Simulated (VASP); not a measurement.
B3C2Br:

```
B C Br
1.0
     3.46609    0.00000    0.00000
     0.00000    3.46609    0.00000
     0.00000    0.00000    7.10873
B C Br
3 2 1
Direct
  0.00000 0.00000 0.54899
  0.50000 0.50000 0.70605
  0.00000 0.00000 0.77373
  0.50000 0.00000 0.72677
  0.00000 0.50000 0.72677
  0.00000 0.00000 0.28754
```

The cell was generated, and may not be a known phase.

| Quantity | Value |
| --- | --- |
| Program | VASP 6.6.1 |
| Task | relaxation of cell and atoms |
| Functional | PBE |
| Potentials or basis | VASP PAW PBE potentials, release 64 (B, C, Br) |
| Cutoff | 600 eV |
| k mesh | 6 × 6 × 4 |
| Occupations | gaussian, width 0.1 eV |
| Spin | no spin polarisation |

At the start: pressure -1.4 GPa; volume 14.23 Å³/atom.

Question: Where does the relaxation end?

Answer: Over 9 steps the energy falls by 9.5 meV/atom and the volume is 13.99 Å³/atom (-1.7 %); space group P4mm (No. 99, to 0.1 Å) before and after.

The path:
| step | energy change (eV) | largest force (eV/Å) | pressure (GPa) | volume (Å³) |
| --- | --- | --- | --- | --- |
| 1 | 0.0000 | 0.7467 | -1.38 | 85.40 |
| 2 | -0.0164 | 1.3499 | 0.28 | 83.88 |
| 3 | -0.0360 | 0.5983 | -0.50 | 84.54 |
| 4 | -0.0497 | 0.3380 | 0.51 | 83.63 |
| 5 | -0.0504 | 0.2509 | 0.32 | 83.80 |
| 6 | -0.0564 | 0.1026 | 0.32 | 83.77 |
| 7 | -0.0565 | 0.0960 | 0.32 | 83.77 |
| 8 | -0.0567 | 0.0591 | -0.20 | 84.06 |
| 9 | -0.0569 | 0.0293 | -0.01 | 83.95 |

Final structure:
```
CELL_PARAMETERS angstrom
3.43470 0.00000 0.00000
0.00000 3.43470 0.00000
0.00000 0.00000 7.11639
ATOMIC_POSITIONS crystal
B 0.00000 0.00000 0.54903
B 0.50000 0.50000 0.71379
B 0.00000 0.00000 0.77698
C 0.50000 0.00000 0.72137
C 0.00000 0.50000 0.72137
Br 0.00000 0.00000 0.28732
```

Caveat: this functional lacks dispersion, which binds layers or chains, so the pressure and a relaxed spacing across them are unreliable.
